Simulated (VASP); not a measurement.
Set up this calculation in VASP 6.6.1, as the native input.

```yaml
Task: single point
Functional: PBEsol
Potentials_or_basis: VASP PAW PBE potentials, release 64 (B)
Cutoff: 520 eV
k_mesh: 22 × 10 × 6
Occupations: gaussian, width 0.1 eV
Spin: no spin polarisation
Dipole_correction: no
Further_INCAR_settings: ALGO = Normal; EDIFF = 1e-07; NBANDS = 18
```

The structure of B lies in POSCAR:

```
B
1.0
    1.6336756264     -0.0127693809      0.0010116281
    0.0385991403      3.9728923083     -0.0256128789
    0.0002837920      0.6924304001      7.6287983227
B
6
Direct
    0.7501528461      0.4690475966      0.1066515188
    0.7491241943      0.6992298591      0.4519671382
    0.2508758057      0.3007701409      0.5480328618
    0.2498471539      0.5309524034      0.8933484812
    0.2487432578      0.7777190132      0.2354819041
    0.7512567422      0.2222809868      0.7645180959
```

One way to write it, as run:

INCAR

```
ALGO     = Normal         # electronic algorithm
EDIFF    = 1E-7           # SCF threshold, eV
ENCUT    = 520            # plane-wave cutoff, eV
GGA      = PS             # functional
ISIF     = 2              # what is computed and relaxed
ISMEAR   = 0              # smearing method
LASPH    = True           # aspherical terms in the spheres
LCHARG   = False          # write CHGCAR
LREAL    = False          # projectors in reciprocal space
LWAVE    = False          # write WAVECAR
NBANDS   = 18             # bands
NELM     = 60             # most SCF steps
PREC     = Accurate       # precision mode
SIGMA    = 0.1            # smearing width, eV
```

KPOINTS

```
k-points
0
Gamma
  22 10 6
```

Potentials or basis: VASP PAW PBE potentials, release 64 (B).

Command:

```console
$ cat potpaw_PBE.64/B/POTCAR > POTCAR
$ mpirun -np 1 vasp_std > vasp.out
```

Results of the run:

The pressure is 0.2 GPa, the largest force is 0.007 eV/Å and the band gap on the k mesh is zero (bands 9 and 10 overlap by 8.59 eV).

Caveat: the PAW data sets were made with another functional, which shifts forces and pressure a little.

It took 5.5 min on 1 thread of Intel(R) Xeon(R) Platinum 8259CL CPU @ 2.50GHz (Skylake/Cascade Lake) (shared host), peak memory 0.49 GiB.
